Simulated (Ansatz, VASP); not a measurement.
# CaGe2N3 in VASP and in Ansatz

```
Ca Ge N
1.0
     3.43024    0.00000    0.00000
    -1.71512    2.97067    0.00000
     0.00000    0.00000    8.52745
Ca Ge N
1 2 3
Cartesian
  0.0000 1.9804 5.6577
  0.0000 0.0000 8.6273
  1.7151 0.9902 2.8367
  0.0000 0.0000 2.0832
  1.7151 0.9902 4.5984
  0.0000 1.9804 8.1746
```

Change from the starting cell: species swapped into the MnCd2Te3 type (P3m1, No. 156).

Alike in both runs: functional PBE; k mesh 5 × 5 × 2; occupations gaussian, width 0.2 eV; no spin polarisation.

Ansatz relaxed the structure, and its values are those at the end. VASP's run is a single point on that final structure, the one shown.

|  | VASP | Ansatz |
| --- | --- | --- |
| version | VASP 6.6.1 | Ansatz 0.2.0 |
| potentials or method | VASP PAW PBE potentials, release 64 (Ca_sv, Ge_d, N), cutoff 520 eV | scalar-relativistic, plane waves, PAW |
| valence electrons in the cell | 53 | 53 |

```csv
,VASP,Ansatz,Ansatz less VASP
gap on the k mesh at the Fermi level (eV),none,none,-
pressure (GPa),-0.2,-0.4,-0.12
rms of the force components (eV/Å),0.034,0.004,-0.0298
```

A gap of «none» marks a metal or a gap that the smearing closes.

The k mesh is coarse, so the values compare programs but aren't converged.
